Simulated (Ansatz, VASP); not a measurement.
# Two plane-wave programs on ZnO

```xyz
4
Lattice="3.2500 0.0000 0.0000 -1.6250 2.8146 0.0000 0.0000 0.0000 5.2050" Properties=species:S:1:pos:R:3 pbc="T T T"
Zn    0.0000    1.8764    0.0000
Zn    1.6250    0.9382    2.6025
O     0.0000    1.8764    1.9883
O     1.6250    0.9382    4.5908
```

Alike in both runs: task relaxation of cell and atoms; functional r2SCAN; k mesh 9 × 9 × 6; occupations gaussian, width 0.02 eV; no spin polarisation.

|  | VASP | Ansatz |
| --- | --- | --- |
| version | VASP 6.6.1 | Ansatz 0.2.0 |
| potentials or method | VASP PAW PBE potentials, release 64 (Zn, O), cutoff 600 eV | scalar-relativistic, plane waves, PAW |
| valence electrons in the cell | 36 | 36 |

|  | VASP | Ansatz | Ansatz less VASP |
| --- | --- | --- | --- |
| gap on the k mesh at the Fermi level, each at its own relaxed structure (eV) | 1.23 | 1.23 | +0.009 |
| relaxed volume (Å³/atom) | 11.87 | 11.81 | -0.058 |
| relaxed cell length with the largest relative difference (Å) | 5.228 | 5.211 | -0.0166 |

VASP's potentials were made for PBE, not for r2SCAN.
